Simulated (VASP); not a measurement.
Crystal: MgZr2N.

```
Mg Zr N
1.0
     3.92084    0.00000    0.00000
    -1.96042    3.39555    0.00000
     0.00000    0.00000    4.82041
Mg Zr N
1 2 1
Direct
  0.00000 0.00000 0.06254
  0.33333 0.66667 0.11819
  0.66667 0.33333 0.11819
  0.00000 0.00000 0.70031
```

```yaml
Program: VASP 6.6.1
Task: relaxation of cell and atoms
Functional: PBE
Potentials_or_basis: VASP PAW PBE potentials, release 64 (Mg, Zr_sv, N)
Cutoff: 600 eV
k_mesh: 6 × 6 × 4
Occupations: gaussian, width 0.1 eV
Spin: no spin polarisation
```

At the start: pressure 69.7 GPa; volume 16.04 Å³/atom.

How do energy, volume and symmetry change on relaxing?

Over 13 steps the energy falls by 2924.2 meV/atom and the volume is 21.43 Å³/atom (+33.6 %); space group P6/mmm (No. 191, to 0.05 Å).

The path:
```csv
step,energy change (eV),largest force (eV/Å),pressure (GPa),volume (Å³)
1,0.0000,3.8851,69.75,64.18
2,-7.5452,0.8554,-12.77,145.31
3,-9.5239,1.9082,-2.74,106.18
4,-9.5292,1.8552,-3.61,107.87
5,-10.2697,1.8217,-4.48,101.38
6,-10.8675,8.5940,7.53,81.56
7,-10.7273,2.9602,-3.62,96.18
8,-11.5736,1.5015,-2.39,88.91
9,-11.6819,0.9117,0.34,85.24
10,-11.6937,0.0738,-0.76,86.37
11,-11.6952,0.2804,-0.36,85.94
12,-11.6849,0.8732,0.33,85.13
13,-11.6967,0.0308,-0.20,85.72
```

Final structure:
```
Mg Zr N
1.0
     5.11975    0.00000    0.00000
    -2.55988    4.43384    0.00000
     0.00000    0.00000    3.77610
Mg Zr N
1 2 1
Direct
  0.00000 0.00000 0.12512
  0.33333 0.66667 0.12439
  0.66667 0.33333 0.12439
  0.00000 0.00000 0.62532
```

Caveat: the volume moved by over 15 % at a fixed basis, so the end points are rough.
